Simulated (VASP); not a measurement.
A run of VASP 6.6.1 is set up as follows.

The input INCAR:

```
SYSTEM = SrOs2
ALGO = Normal
EDIFF = 1E-6
ENCUT = 520
GGA = PE
ISIF = 2
ISMEAR = 0
LASPH = .True.
LCHARG = .True.
LELF = .True.
LREAL = .False.
LVHAR = .True.
LWAVE = .False.
NBANDS = 20
NELM = 80
PREC = Accurate
SIGMA = 0.1
```

Contents of KPOINTS:

```
k-points
0
Gamma
  6 6 4
  0 0 0
```

The input POSCAR:

```
SrOs2
1.0
    4.1319660376      0.0000000000      0.0000000000
   -2.0659830188      3.5783875562      0.0000000000
    0.0000000000      0.0000000000      5.0588759166
Sr Os
1 2
Direct
    0.0000000000      0.0000000000      0.0000000000
    0.3333333333      0.6666666667      0.4863468482
    0.6666666667      0.3333333333      0.5136531518
```

Potentials or basis: VASP PAW PBE potentials, release 64 (Sr_sv, Os).

Command:

```bash
$ cat potpaw_PBE.64/Sr_sv/POTCAR potpaw_PBE.64/Os/POTCAR > POTCAR
$ mpirun -np 1 vasp_std > vasp.out
```

Question: Estimate the largest force.

Answer: 0.019 eV/Å.

Question: What does it give for the band gap on the k mesh?

Answer: Zero (bands 13 and 14 overlap by 0.90 eV).

Forces in eV/Å, atoms in the order of the input:
```
Sr   0.000  0.000  0.000
Os   0.000  0.000  0.019
Os   0.000  0.000 -0.019
```

Caveat: spin-orbit coupling is left out, which moves the levels of the heavy elements.
